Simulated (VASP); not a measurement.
# Pd (Im-3m) in VASP: a series of runs, part 2 of 2

VASP 6.6.1. The steps go on from the part before.

## (4) Relaxation of cell and atoms, BLYP

INCAR

```
AGGAC = 1.0 ; AGGAX = 1.0
ALDAC = 0.0 ; ALDAX = 1.0
ALGO = Fast ; EDIFF = 1E-6
EDIFFG = -0.01 ; ENCUT = 600
GGA = B5 ; IBRION = 2
ISIF = 3 ; ISMEAR = -1
LASPH = True ; LCHARG = False
LREAL = False ; LWAVE = False
NELM = 80 ; NSW = 60
PREC = Accurate ; SIGMA = 0.05
```

KPOINTS

```
k-points
0
Gamma
  12 12 12
```

POSCAR

```
Pd
1.0
   -1.5722810000      1.5722810000      1.5722810000
    1.5722810000     -1.5722810000      1.5722810000
    1.5722810000      1.5722810000     -1.5722810000
Pd
1
Direct
    0.0000000000      0.0000000000      0.0000000000
```

Potentials or basis: VASP PAW PBE potentials, release 64 (Pd).

Launch:

```bash
$ cat potpaw_PBE.64/Pd/POTCAR > POTCAR
$ mpirun -np 1 vasp_std > vasp.out
```

OUTCAR:

```text
EDIFF = 1E-6
   EDIFFG = -0.01
   ENCUT = 600
   GGA = B5
   IBRION = 2
   ISIF = 3
   ISMEAR = -1
   LASPH = True
   LREAL = False
   NELM = 80
   NSW = 60
   PREC = Accurate

 ion  position               nearest neighbor table
   1  0.000  0.000  0.000-

  LATTYP: Found a body centered cubic cell.
 ALAT       =     3.1445620000

  Lattice vectors:

 A1 = (  -1.5722810000,   1.5722810000,   1.5722810000)
 A2 = (   1.5722810000,  -1.5722810000,   1.5722810000)
 A3 = (   1.5722810000,   1.5722810000,  -1.5722810000)

Analysis of symmetry for initial positions (statically):
=====================================================================
 Subroutine PRICEL returns:
 Original cell was already a primitive cell.

 Routine SETGRP: Setting up the symmetry group for a
 body centered cubic supercell.

 Subroutine GETGRP returns: Found 48 space group operations
 (whereof 48 operations were pure point group operations)
 out of a pool of 48 trial point group operations.

The static configuration has the point symmetry O_h .

Analysis of symmetry for dynamics (positions and initial velocities):
=====================================================================
 Subroutine PRICEL returns:
 Original cell was already a primitive cell.

[... 223 lines left out ...]
--------------------------------------- Ionic step        3  -------------------------------------------

 number of electron       9.9999998 magnetization

 Free energy of the ion-electron system (eV)
  ---------------------------------------------------
  ext. energy  EPLUGINS =         0.00000000
  ---------------------------------------------------
  free energy    TOTEN  =        -4.35403466 eV

  energy without entropy =       -4.34231873  energy(sigma->0) =       -4.34817669

 E-fermi :   8.5114     XC(G=0): -11.8801

 val. band max:        8.4987393611   @ k =   0.4167   0.0833   0.0000
 cond. band min:       8.5239093705   @ k =  -0.3333   0.3333   0.0833
 fundamental gap:      0.0251700093
 Fermi energy:         8.5113518368

 k-point     1 :       0.0000    0.0000    0.0000
  band No.  band energies     occupation
      1       2.3465      2.00000
      2       6.0058      2.00000
      3       6.0058      2.00000
      4       6.0058      2.00000
      5       7.6903      2.00000
      6       7.6903      2.00000
      7      27.8979      0.00000
      8      27.8979      0.00000
      9      27.8979      0.00000
[... 265 lines left out ...]
 k-point    24 :       0.4167    0.0833    0.0833
  band No.  band energies     occupation
      1       4.3930      2.00000
      2       5.0221      2.00000
      3       7.6857      2.00000
      4       7.6939      2.00000
      5       7.8793      1.99999
      6      12.0937      0.00000
      7      15.5974      0.00000
      8      22.7285      0.00000
      9      23.0227      0.00000

 [... further k-points ...]

------------------------ aborting loop because EDIFF is reached ----------------------------------------

  FORCE on cell =-STRESS in cart. coord.  units (eV):
  Direction    XX          YY          ZZ          XY          YZ          ZX
  --------------------------------------------------------------------------------------
  -------------------------------------------------------------------------------------
  Total       -0.0093931     -0.0093931     -0.0093931      0.0000000      0.0000000      0.0000000
  in kB       -0.9123009     -0.9123009     -0.9123009      0.0000000      0.0000000      0.0000000
  external PRESSURE =      -0.9123009 kB  Pullay stress =       0.0000000 kB
[... 16 lines left out ...]
  FREE ENERGIE OF THE ION-ELECTRON SYSTEM (eV)
  ---------------------------------------------------
  free  energy   TOTEN  =        -4.3540346561 eV

  energy  without entropy=       -4.3423187257  energy(sigma->0) =       -4.34817669

 reached required accuracy - stopping structural energy minimisation
```

OSZICAR:

```text
N       E                     dE             d eps       ncg     rms          rms(c)
DAV:   1     0.458908160945E+02    0.45891E+02   -0.57692E+03  1296   0.117E+03
DAV:   2    -0.413928095005E+01   -0.50030E+02   -0.48696E+02  1392   0.207E+02
DAV:   3    -0.454630846963E+01   -0.40703E+00   -0.40665E+00  1536   0.227E+01
[... 25 lines left out ...]
RMM:   3    -0.435305538659E+01   -0.93120E-03   -0.18672E-02  1296   0.153E+00    0.489E-01
RMM:   4    -0.435395443025E+01   -0.89904E-03   -0.37920E-03  1296   0.662E-01    0.320E-02
RMM:   5    -0.435402976812E+01   -0.75338E-04   -0.32073E-04  1296   0.176E-01    0.196E-02
RMM:   6    -0.435403425327E+01   -0.44851E-05   -0.45880E-05  1286   0.584E-02    0.110E-02
RMM:   7    -0.435403412604E+01    0.12723E-06   -0.15299E-05  1277   0.310E-02    0.426E-03
RMM:   8    -0.435403465610E+01   -0.53006E-06   -0.30326E-06  1013   0.132E-02
   3 F= -.43540347E+01 E0= -.43481767E+01  d E =-.249177E-01
```

CONTCAR:

```text
Pd
   1.00000000000000
    -1.6036387000968930    1.6036387000968932    1.6036387000968932
     1.6036387000968930   -1.6036387000968932    1.6036387000968932
     1.6036387000968930    1.6036387000968932   -1.6036387000968932
  Pd
     1
Direct
     0.0000000000000000    0.0000000000000000    0.0000000000000000

  0.00000000E+00  0.00000000E+00  0.00000000E+00
```

Wall time 55 s (1 thread of AMD EPYC 7R43 (Zen 3), shared host); peak memory 0.12 GiB.

What came out:

```
Free energy                            : -4.3540 eV
Relaxed volume                         : 16.50 Å³/atom
Relaxed cell                           : a = 2.778 Å, b = 2.778 Å, c = 2.778 Å, α = 109.47°, β = 109.47°, γ = 109.47°
Space group after relaxing (to 0.05 Å) : Im-3m (No. 229)
Energy gained by relaxing              : 24.9 meV/atom
Ionic steps                            : 3
Pressure after relaxing                : -0.1 GPa
Band gap on the k mesh                 : zero (band 5 reaches 9.00 eV, above the bottom of band 6 at 7.59 eV)
```

Step by step:
```tsv
step	energy change (eV)	largest force (eV/Å)	pressure (GPa)	volume (Å³)
1	0.0000	0.0000	9.12	15.55
2	0.0029	0.0000	-7.26	17.62
3	-0.0249	0.0000	-0.09	16.50
```

Final structure:
```xyz
1
Lattice="-1.6036 1.6036 1.6036 1.6036 -1.6036 1.6036 1.6036 1.6036 -1.6036" Properties=species:S:1:pos:R:3 pbc="T T T"
Pd    0.0000    0.0000    0.0000
```

Levels at points of the mesh, in eV from the Fermi level:
```csv
k point,band 2,band 3,band 4,band 5,band 6,band 7,band 8,band 9
"(0.00, 0.00, 0.00)",-2.51,-2.51,-2.51,-0.82,-0.82,19.39,19.39,19.39
"(0.50, 0.00, 0.00)",-3.50,-0.89,-0.64,0.49,1.83,7.09,15.08,16.72
"(0.50, 0.50, 0.50)",-4.35,0.17,0.17,0.17,8.94,8.94,8.94,15.77
```

Caveat: the PAW data sets were made with another functional, which shifts forces and pressure a little.

## (5) Overview

```tsv
level	gap on the mesh (eV)	pressure (GPa)	relaxed volume (Å³/atom)
RPBE	none	0.1	15.85
revPBE	none	-0.1	15.72
BLYP	none	-0.1	16.50
```

Alike in all rows: task relaxation of cell and atoms; potentials or basis VASP PAW PBE potentials, release 64 (Pd); no spin polarisation; cell relaxed; k mesh 12 × 12 × 12; cutoff (eV) 600; smearing fermi-dirac 0.05 eV.

Caveats: the PAW data sets were made with another functional, which shifts forces and pressure a little.

Total energies depend on the potentials used, so only differences within one code and one set of settings carry meaning.
